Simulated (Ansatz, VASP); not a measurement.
Two plane-wave programs on InSb3

```
CELL_PARAMETERS angstrom
4.91014 -0.05608 -0.05608
-0.05608 4.91014 -0.05608
-0.05608 -0.05608 4.91014
ATOMIC_POSITIONS crystal
In 0.00000 0.00000 0.00000
Sb 0.50000 0.00000 0.50000
Sb 0.00000 0.50000 0.50000
Sb 0.50000 0.50000 0.00000
```

Change from the starting cell: equal engineering shear yz, xz and xy -0.0233, equal normal strain along x, y and z +0.0200.

Alike in both runs: task single point; functional PBE; k mesh 8 × 8 × 8; occupations gaussian, width 0.15 eV; no spin polarisation.

```csv
,VASP,Ansatz
version,VASP 6.6.1,Ansatz 0.2.0
potentials or method,"VASP PAW PBE potentials, release 64 (In_d, Sb), cutoff 520 eV","scalar-relativistic, plane waves, PAW"
valence electrons in the cell,28,58
```

Ansatz gave:

| Property | Result |
| --- | --- |
| gap on the k mesh at the Fermi level (eV) | none |
| pressure (GPa) | -2.6 |
| traceless stress, the component that is largest in VASP (GPa) | 0.34 |

Task: Estimate VASP's values.

Result: gap on the k mesh at the Fermi level (eV): none; pressure (GPa): -2.7; traceless stress, the component that is largest in VASP (GPa): 0.34.

A gap of «none» marks a metal or a gap that the smearing closes. VASP's potentials hold 28 valence electrons a cell and Ansatz's 58, so a difference there can come from the potentials and not from the codes.

Spin-orbit coupling is off throughout.
